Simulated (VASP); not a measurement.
# SiC (rocksalt type): single point with PBEsol

The system is SiC (rocksalt type).

```
CELL_PARAMETERS angstrom
0.00000 1.93286 1.93286
1.93286 0.00000 1.93286
1.93286 1.93286 0.00000
ATOMIC_POSITIONS crystal
Si 0.00000 0.00000 0.00000
C 0.50000 0.50000 0.50000
```

This cell differs from its parent crystal: volume scaled by 0.88.

| Property | Result |
| --- | --- |
| Program | VASP 6.6.1 |
| Task | single point |
| Functional | PBEsol |
| Potentials or basis | VASP PAW PBE potentials, release 64 (Si, C) |
| Cutoff | 520 eV |
| k mesh | 17 × 17 × 17 |
| Occupations | fermi-dirac, width 0.08 eV |
| Spin | no spin polarisation |
| Dipole correction | no |
| Further INCAR settings | ALGO = Normal; EDIFF = 1e-06; NBANDS = 11 |

```yaml
Pressure: 44.6 GPa
```

Levels at points of the mesh, in eV from the Fermi level:
```csv
k point,band 2,band 3,band 4,band 5,band 6,band 7
"(0.00, 0.00, 0.00)",-0.16,-0.16,-0.16,8.73,8.73,8.73
```

It took 33 s on 1 thread of Intel Xeon 8259CL (shared host), peak memory 0.14 GiB.

Caveat: the PAW data sets were made with another functional, which shifts forces and pressure a little.
